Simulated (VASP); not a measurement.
Here is a VASP 6.6.1 calculation.

The input INCAR:

```
  ALGO = Normal
  EDIFF = 1E-7
  ENCUT = 520
  GGA = RE
  ISIF = 2
  ISMEAR = -1
  LASPH = True
  LCHARG = False
  LREAL = False
  LWAVE = False
  NBANDS = 12
  NELM = 80
  PREC = Accurate
  SIGMA = 0.1
```

The input KPOINTS:

```
k-points
0
Gamma
  24 24 24
```

POSCAR

```
Cu
1.0
    0.0000000000      1.8301124949      1.8301124949
    1.8301124949      0.0000000000      1.8301124949
    1.8301124949      1.8301124949      0.0000000000
Cu
1
Direct
    0.0000000000      0.0000000000      0.0000000000
```

Potentials or basis: VASP PAW PBE potentials, release 64 (Cu).

The run is started by

```bash
$ cat potpaw_PBE.64/Cu/POTCAR > POTCAR
$ mpirun -np 1 vasp_std > vasp.out
```

Estimate the pressure.

0.6 GPa.

Caveat: the PAW data sets were made with another functional, which shifts forces and pressure a little.
